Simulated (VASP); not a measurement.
Write the native input for VASP 6.6.1 that does the following.

```
Task                   : single point
Functional             : PBE
Potentials or basis    : VASP PAW PBE potentials, release 64 (Zr_sv, Ti_sv, H)
Cutoff                 : 520 eV
k mesh                 : 4 × 4 × 4
Occupations            : gaussian, width 0.1 eV
Spin                   : no spin polarisation
Dipole correction      : no
Further INCAR settings : ALGO = Normal; EDIFF = 1e-06; NBANDS = 31
```

The structure of Zr2TiH6 lies in POSCAR:

```
Zr2TiH6
1.0
    0.0000000000      4.2650957300      4.2650957300
    4.2650957300      0.0000000000      4.2650957300
    4.2650957300      4.2650957300      0.0000000000
Zr Ti H
2 1 6
Direct
    0.2500000000      0.2500000000      0.2500000000
    0.7500000000      0.7500000000      0.7500000000
    0.0000000000      0.0000000000      0.0000000000
    0.7500000000      0.2500000000      0.2500000000
    0.2500000000      0.7500000000      0.7500000000
    0.2500000000      0.7500000000      0.2500000000
    0.7500000000      0.2500000000      0.7500000000
    0.2500000000      0.2500000000      0.7500000000
    0.7500000000      0.7500000000      0.2500000000
```

The input as run:

INCAR

```
SYSTEM = Zr2TiH6
  PREC = Accurate
  ENCUT = 520
  EDIFF = 1E-6
  ISMEAR = 0
  SIGMA = 0.1
  LREAL = .False.
  LASPH = .True.
  NELM = 100
  ALGO = Normal
  ISIF = 2
  LWAVE = .False.
  LCHARG = .False.
  GGA = PE
  NBANDS = 31
```

KPOINTS

```
regular mesh
0
Gamma
  4 4 4
  0 0 0
```

Potentials or basis: VASP PAW PBE potentials, release 64 (Zr_sv, Ti_sv, H).

Run with:

```sh
$ cat potpaw_PBE.64/Zr_sv/POTCAR potpaw_PBE.64/Ti_sv/POTCAR potpaw_PBE.64/H/POTCAR > POTCAR
$ mpirun -np 1 vasp_std > vasp.out
```

Results of the run:

| Item | Value |
| --- | --- |
| Pressure | -21.4 GPa |
| Band gap on the k mesh | zero (band 21 reaches 2.47 eV, above the bottom of band 22 at 2.26 eV) |

Wall time 50 s on 1 thread of Intel(R) Xeon(R) Platinum 8488C (Sapphire Rapids) (shared host), peak memory 0.32 GiB.
